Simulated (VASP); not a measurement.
A run of VASP 6.6.1:

File INCAR:

```
PREC     = Accurate       # precision mode
ENCUT    = 520            # plane-wave cutoff, eV
EDIFF    = 1E-6           # SCF threshold, eV
ISMEAR   = 0              # smearing method
SIGMA    = 0.1            # smearing width, eV
LREAL    = F              # projectors in reciprocal space
LASPH    = T              # aspherical terms in the spheres
NELM     = 150            # most SCF steps
ALGO     = Normal         # electronic algorithm
ISIF     = 2              # what is computed and relaxed
LWAVE    = F              # write WAVECAR
LCHARG   = T              # write CHGCAR
ISPIN    = 2              # spin polarisation
MAGMOM   = 0 0 0 1 1 1    # initial moments
LORBIT   = 11             # projections on sites
GGA      = PE             # functional
LELF     = T              # ELF
LVHAR    = T            
NBANDS   = 26             # bands
```

Contents of KPOINTS:

```
Automatic mesh
0
Gamma
  6 6 2
```

File POSCAR:

```
Li2SiN3
1.0
    3.1507481253      0.0000000000      0.0000000000
   -1.5753740627      2.7286279175      0.0000000000
    0.0000000000      0.0000000000      7.7625296832
Li Si N
2 1 3
Direct
    0.6666666667      0.3333333333      0.3311565187
    0.6666666667      0.3333333333      0.6688434813
    0.0000000000      0.0000000000      0.0000000000
    0.0000000000      0.0000000000      0.5000000000
    0.3333333333      0.6666666667      0.0000000000
    0.3333333333      0.6666666667      0.5000000000
```

Potentials or basis: VASP PAW PBE potentials, release 64 (Li_sv, Si, N).

Launch:

```bash
$ cat potpaw_PBE.64/Li_sv/POTCAR potpaw_PBE.64/Si/POTCAR potpaw_PBE.64/N/POTCAR > POTCAR
$ mpirun -np 1 vasp_std > vasp.out
```

Hardware: 1 thread of Intel Xeon 6975P-C, with other jobs on the host.

Question: Estimate the wall time of this run.

Answer: It took 86 s on 1 thread of Intel Xeon 6975P-C (shared host), peak memory 0.21 GiB. Counts: scf iterations 17, k points 14.
